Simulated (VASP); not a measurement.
ZnO:

```xyz
4
Lattice="3.2349 0.0000 0.0000 -1.6174 2.8015 0.0000 0.0000 0.0000 4.8996" Properties=species:S:1:pos:R:3 pbc="T T T"
Zn    1.6174    0.9338    2.4221
Zn    0.0000    1.8677   -0.0277
O     1.6174    0.9338    4.3408
O     0.0000    1.8677    1.8911
```

This cell differs from its parent crystal: strain along c alone, the other axes held: -6.0 %.

- Program: VASP 6.6.1
- Task: relaxation of the atoms
- Functional: r2SCAN
- Potentials or basis: VASP PAW PBE potentials, release 64 (Zn, O)
- Cutoff: 520 eV
- k mesh: 12 × 12 × 6
- Occupations: gaussian, width 0.02 eV
- Spin: no spin polarisation

At the start: pressure 11.6 GPa; volume 11.10 Å³/atom.

Task: Where does the relaxation end?

Result: Over 3 steps the energy falls by 2.7 meV/atom; space group P6_3mc (No. 186, to 0.1 Å) before and after.

The path:
```csv
step,energy change (eV),largest force (eV/Å),pressure (GPa)
1,0.0000,0.3170,11.61
2,-0.0107,0.0428,11.29
3,-0.0109,0.0008,11.27
```

Final structure:
```
Zn O
1.0
     3.23487    0.00000    0.00000
    -1.61743    2.80148    0.00000
     0.00000    0.00000    4.89957
Zn O
2 2
Direct
  0.66667 0.33333 0.49066
  0.33333 0.66667 0.99066
  0.66667 0.33333 0.88965
  0.33333 0.66667 0.38965
```

Caveat: the cell differs from its parent crystal (strain along c alone, the other axes held: -6.0 %); the PAW data sets were made with another functional, which shifts forces and pressure a little.
